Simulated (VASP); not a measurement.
# Al2O3 (P-6m2) in VASP: notebook

Runs on Al2O3. Level: r2SCAN. Tasks: single point.

Everything below comes from runs of VASP 6.6.1. Logs are shortened: lines on timing, memory, paths and dates and some standing lists are left out, and cuts for length are marked.

## Step 1: The cell of the first run

The structure is hexagonal, space group P-6m2 (No. 187). The conventional cell has a = 2.884 Å, b = 2.884 Å, c = 9.337 Å, α = 90.00°, β = 90.00°, γ = 120.00°. Within 2.4 Å of Al (site symmetry 3m) lie 6 O at 1.80 to 2.18 Å. Within 2.4 Å of O (site symmetry 3m) lie 3 Al at 1.80 Å. O (site symmetry -6m2) has 6 Al at 2.18 Å and 12 O at 2.66 to 2.88 Å within 2.9 Å.

## Step 2: Single point, r2SCAN

File POSCAR:

```
Al2O3
1.0
    2.8843249483      0.0000000000      0.0000000000
   -1.4421624742      2.4978986780      0.0000000000
    0.0000000000      0.0000000000      9.3367544600
Al O
2 3
Direct
    0.0000000000      0.0000000000      0.8500076700
    0.0000000000      0.0000000000      0.1499923300
    0.3333333333      0.6666666667      0.7776830800
    0.6666666667      0.3333333333      0.0000000000
    0.3333333333      0.6666666667      0.2223169200
```

File INCAR.step1:

```
SYSTEM = Al2O3
PREC = Accurate
ENCUT = 520
ISMEAR = 1
SIGMA = 0.025
LREAL = .FALSE.
LASPH = .TRUE.
NELM = 60
NBANDS = 20
GGA = PE
ALGO = Normal
EDIFF = 1E-4
LWAVE = .TRUE.
LCHARG = .FALSE.
```

File INCAR.step2:

```
SYSTEM = Al2O3
PREC = Accurate
ENCUT = 520
EDIFF = 1E-6
ISMEAR = 1
SIGMA = 0.025
LREAL = .FALSE.
LASPH = .TRUE.
NELM = 60
ALGO = Normal
ISIF = 2
LWAVE = .FALSE.
LCHARG = .FALSE.
METAGGA = R2SCAN
LMIXTAU = .TRUE.
NBANDS = 20
ISTART = 1
```

File KPOINTS:

```
Automatic mesh
0
G
  9 9 3
  0 0 0
```

Potentials or basis: VASP PAW PBE potentials, release 64 (Al, O).

Launch:

```
cat potpaw_PBE.64/Al/POTCAR potpaw_PBE.64/O/POTCAR > POTCAR
cp INCAR.step1 INCAR
mpirun -np 1 vasp_std > vasp.out
cp INCAR.step2 INCAR
mpirun -np 1 vasp_std > vasp.out
```

OUTCAR:

```text
SYSTEM = Al2O3
   PREC = Accurate
   ENCUT = 520
   EDIFF = 1E-6
   ISMEAR = 1
   LREAL = .FALSE.
   LASPH = .TRUE.
   NELM = 60
   ISIF = 2
   METAGGA = R2SCAN
   ISTART = 1

 ion  position               nearest neighbor table
   1  0.000  0.000  0.850-   3 1.80   3 1.80   3 1.80   4 2.18   4 2.18   4 2.18   2 2.80
   2  0.000  0.000  0.150-   5 1.80   5 1.80   5 1.80   4 2.18   4 2.18   4 2.18   1 2.80
   3  0.333  0.667  0.778-   1 1.80   1 1.80   1 1.80
   4  0.667  0.333  0.000-   1 2.18   2 2.18   1 2.18   2 2.18   1 2.18   2 2.18
   5  0.333  0.667  0.222-   2 1.80   2 1.80   2 1.80

  LATTYP: Found a hexagonal cell.
 ALAT       =     2.8843249483
 C/A-ratio  =     3.2370674689

  Lattice vectors:

 A1 = (   2.8843249483,   0.0000000000,   0.0000000000)
 A2 = (  -1.4421624742,   2.4978986780,   0.0000000000)
 A3 = (   0.0000000000,   0.0000000000,   9.3367544600)

Analysis of symmetry for initial positions (statically):
=====================================================================
 Subroutine PRICEL returns:
 Original cell was already a primitive cell.

 Routine SETGRP: Setting up the symmetry group for a
 hexagonal supercell.

 Subroutine GETGRP returns: Found 12 space group operations
 (whereof 12 operations were pure point group operations)
 out of a pool of 24 trial point group operations.

The static configuration has the point symmetry D_3h.

Analysis of symmetry for dynamics (positions and initial velocities):
=====================================================================
 Subroutine PRICEL returns:
 Original cell was already a primitive cell.

 Routine SETGRP: Setting up the symmetry group for a
 hexagonal supercell.

 Subroutine GETGRP returns: Found 12 space group operations
 (whereof 12 operations were pure point group operations)
 out of a pool of 24 trial point group operations.

The dynamic configuration has the point symmetry D_3h.

 Subroutine INISYM returns: Found 12 space group operations
 (whereof 12 operations are pure point group operations),
 and found     1 'primitive' translations

----------------------------------------------------------------------------------------

                                     Primitive cell

  volume of cell :      67.2690

[... 92 lines left out ...]
   NELM   =     60;   NELMIN=  2; NELMDL=  0     # of ELM steps
   EDIFF  = 0.1E-05   stopping-criterion for ELM
   LREAL  =      F    real-space projection
   EDIFFG = 0.1E-04   stopping-criterion for IOM
   NSW    =      0    number of steps for IOM
   IBRION =     -1    ionic relax: 0-MD 1-quasi-New 2-CG
   NFREE  =      0    steps in history (QN), initial steepest desc. (CG)
   ISIF   =      2    stress and relaxation
   ISYM   =      2    0-nonsym 1-usesym 2-fastsym
   POTIM  = 0.5000    time-step for ionic-motion
   TEBEG  =    0.0;   TEEND  =   0.0 temperature during run
   PSTRESS=    0.0 pullay stress
   NELECT =      24.0000    total number of electrons
   NUPDOWN=      -1.0000    fix difference up-down
   EMIN   =  10.00;   EMAX   =-10.00  energy-range for DOS
   EFERMI =   0.00;   METHOD = LEGACY
   ISMEAR =     1;   SIGMA  =   0.03  broadening in eV -4-tet -1-fermi 0-gaus
   EFERMI_NEDOS =   21; number of points for ismear=-14 and -15
   IALGO  =     38    algorithm
   IMIX   =      4    mixing-type and parameters
     AMIX     =   0.40;   BMIX     =  1.00
     AMIX_MAG =   1.60;   BMIX_MAG =  1.00
  volume/ion in A,a.u.               =      13.45        90.79
  Fermi-wavevector in a.u.,A,eV,Ry     =   1.161111  2.194181 18.343074  1.348178
  Thomas-Fermi vector in A             =   2.297686
   LORBIT       =      0    0 simple, 1 ext, 2 COOP (PROOUT), +10 PAW based schemes
   METAGGA = R2SCAN    functional components
   LHFCALC =     F    Hartree Fock is set to
   AEXX    =    0.0000 exact exchange contribution
   IVDW    =     0    specifies the selected vdW correction
   LEPSILON=     F    determine dielectric tensor
   LRPA    =     F    only Hartree local field effects (RPA)
 non-spin polarized calculation
 Methfessel and Paxton  Order N= 1 SIGMA  =   0.03
  energy-cutoff  :      520.00
  volume of cell :       67.27
 maximum number of plane-waves:      1841
 NGX is ok and might be reduce to    24
   NGX = 11   NGY = 11   NGZ = 35

 number of electron      23.9999983 magnetization

 Free energy of the ion-electron system (eV)
  ---------------------------------------------------
  ext. energy  EPLUGINS =         0.00000000
  ---------------------------------------------------
  free energy    TOTEN  =       -46.79052983 eV

  energy without entropy =      -46.79067728  energy(sigma->0) =      -46.79057898

 E-fermi :   0.4828     XC(G=0):  -8.7592

 val. band max:        0.4677177767   @ k =   0.1111   0.1111   0.0000
 cond. band min:       6.0617774069   @ k =   0.0000   0.0000   0.0000
 fundamental gap:      5.5940596302
 Fermi energy:         0.4827958474

 k-point     1 :       0.0000    0.0000    0.0000
  band No.  band energies     occupation
      1     -19.2057      2.00000
      2     -18.1601      2.00000
      3     -17.0398      2.00000
      4      -4.5681      2.00000
      5      -1.6403      2.00000
      6      -1.0608      2.00000
[... 541 lines left out ...]
     19      14.4816      0.00000
     20      14.7587      0.00000

------------------------ aborting loop because EDIFF is reached ----------------------------------------

  FORCE on cell =-STRESS in cart. coord.  units (eV):
  Direction    XX          YY          ZZ          XY          YZ          ZX
  --------------------------------------------------------------------------------------
  -------------------------------------------------------------------------------------
  Total       -2.2104438     -2.2104438     -1.4782486      0.0000000      0.0000000      0.0000000
  in kB      -52.6471804    -52.6471804    -35.2081428      0.0000000      0.0000000      0.0000000
  external PRESSURE =     -46.8341679 kB  Pullay stress =       0.0000000 kB

 VOLUME and BASIS-vectors are now :
 -----------------------------------------------------------------------------
  energy-cutoff  :      520.00
  volume of cell :       67.27
      direct lattice vectors                 reciprocal lattice vectors
     2.884324948  0.000000000  0.000000000     0.346701574  0.200168247  0.000000000
    -1.442162474  2.497898678  0.000000000     0.000000000  0.400336494  0.000000000
     0.000000000  0.000000000  9.336754460     0.000000000  0.000000000  0.107103598

 POSITION                                       TOTAL-FORCE (eV/Angst)
 -----------------------------------------------------------------------------------
      0.00000      0.00000      7.93631        -0.000000      0.000000     -0.148309
      0.00000      0.00000      1.40044        -0.000000     -0.000000      0.148309
     -0.00000      1.66527      7.26104         0.000000     -0.000000      0.434746
      1.44216      0.83263      0.00000         0.000000     -0.000000      0.000000
     -0.00000      1.66527      2.07572         0.000000     -0.000000     -0.434746
 -----------------------------------------------------------------------------------
    total drift:                                0.000006     -0.000003      0.000000

  FREE ENERGIE OF THE ION-ELECTRON SYSTEM (eV)
  ---------------------------------------------------
  free  energy   TOTEN  =       -46.7905298260 eV

  energy  without entropy=      -46.7906772810  energy(sigma->0) =      -46.79057898
```

OUTCAR.step1:

```text
SYSTEM = Al2O3
   PREC = Accurate
   ENCUT = 520
   ISMEAR = 1
   LREAL = .FALSE.
   LASPH = .TRUE.
[... 783 lines left out ...]
     -0.00000      1.66527      7.26104         0.000000     -0.000000      0.001973
      1.44216      0.83263      0.00000         0.000000      0.000000     -0.000000
     -0.00000      1.66527      2.07572         0.000000     -0.000000     -0.001973
 -----------------------------------------------------------------------------------
    total drift:                                0.000000     -0.000000      0.000000

  FREE ENERGIE OF THE ION-ELECTRON SYSTEM (eV)
  ---------------------------------------------------
  free  energy   TOTEN  =       -36.3849104840 eV

  energy  without entropy=      -36.3850835206  energy(sigma->0) =      -36.38496816
```

Wall time 92 s (1 thread of Intel Xeon 6975P-C (Granite Rapids), shared host); peak memory 0.2 GiB.

What came out:

* Free energy: -46.7905 eV
* Pressure: -4.7 GPa
* Largest force: 0.435 eV/Å
* Band gap on the k mesh: 5.59 eV, indirect (least direct gap 5.83 eV)

Forces in eV/Å, atoms in the order of the input:
```
Al   0.000  0.000 -0.148
Al   0.000  0.000  0.148
O    0.000  0.000  0.435
O    0.000  0.000  0.000
O    0.000  0.000 -0.435
```

Caveat: the PAW data sets were made with another functional, which shifts forces and pressure a little.

## Step 3: Single point, r2SCAN

POSCAR is that of step 2.

File INCAR.step1:

```
PREC     = Accurate       # precision mode
ENCUT    = 520            # plane-wave cutoff, eV
ISMEAR   = 1              # smearing method
SIGMA    = 0.01           # smearing width, eV
LREAL    = F              # projectors in reciprocal space
LASPH    = T              # aspherical terms in the spheres
NELM     = 60             # most SCF steps
NBANDS   = 20             # bands
GGA      = PE             # functional
ALGO     = Normal         # electronic algorithm
EDIFF    = 1E-4           # SCF threshold, eV
LWAVE    = T              # write WAVECAR
LCHARG   = F              # write CHGCAR
```

File INCAR.step2:

```
PREC     = Accurate       # precision mode
ENCUT    = 520            # plane-wave cutoff, eV
EDIFF    = 1E-6           # SCF threshold, eV
ISMEAR   = 1              # smearing method
SIGMA    = 0.01           # smearing width, eV
LREAL    = F              # projectors in reciprocal space
LASPH    = T              # aspherical terms in the spheres
NELM     = 60             # most SCF steps
ALGO     = Normal         # electronic algorithm
ISIF     = 2              # what is computed and relaxed
LWAVE    = F              # write WAVECAR
LCHARG   = T              # write CHGCAR
METAGGA  = R2SCAN         # meta-GGA
LMIXTAU  = T            
LELF     = T              # ELF
LVHAR    = T            
NBANDS   = 20             # bands
ISTART   = 1
```

File KPOINTS:

```
regular mesh
0
Gamma
  9 9 3
```

Potentials or basis: VASP PAW PBE potentials, release 64 (Al, O).

Launch:

```
cat potpaw_PBE.64/Al/POTCAR potpaw_PBE.64/O/POTCAR > POTCAR
cp INCAR.step1 INCAR
mpirun -np 1 vasp_std > vasp.out
cp INCAR.step2 INCAR
mpirun -np 1 vasp_std > vasp.out
```

It took 81 s on 1 thread of Intel Xeon 6975P-C (Granite Rapids), shared host; peak memory 0.2 GiB.

Results (log left out):

| Item | Value |
| --- | --- |
| Free energy | -46.7906 eV |
| Pressure | -4.7 GPa |
| Largest force | 0.435 eV/Å |
| Band gap on the k mesh | 5.59 eV, indirect (least direct gap 5.83 eV) |

Forces on the atoms (eV/Å):
```
Al   0.000  0.000 -0.148
Al   0.000  0.000  0.148
O    0.000  0.000  0.435
O    0.000  0.000  0.000
O    0.000  0.000 -0.435
```

Stress tensor (GPa, compression positive):
```
-5.27  0.00  0.00
 0.00 -5.27  0.00
 0.00  0.00 -3.52
```

Levels at points of the mesh, in eV from the valence-band top:
```csv
k point,band 8,band 9,band 10,band 11,band 12,band 13,band 14,band 15,band 16,band 17
"(0.00, 0.00, 0.00)",-1.27,-1.27,-0.56,-0.56,-0.23,5.59,8.28,8.75,10.11,14.10
```

Caveat: the PAW data sets were made with another functional, which shifts forces and pressure a little.
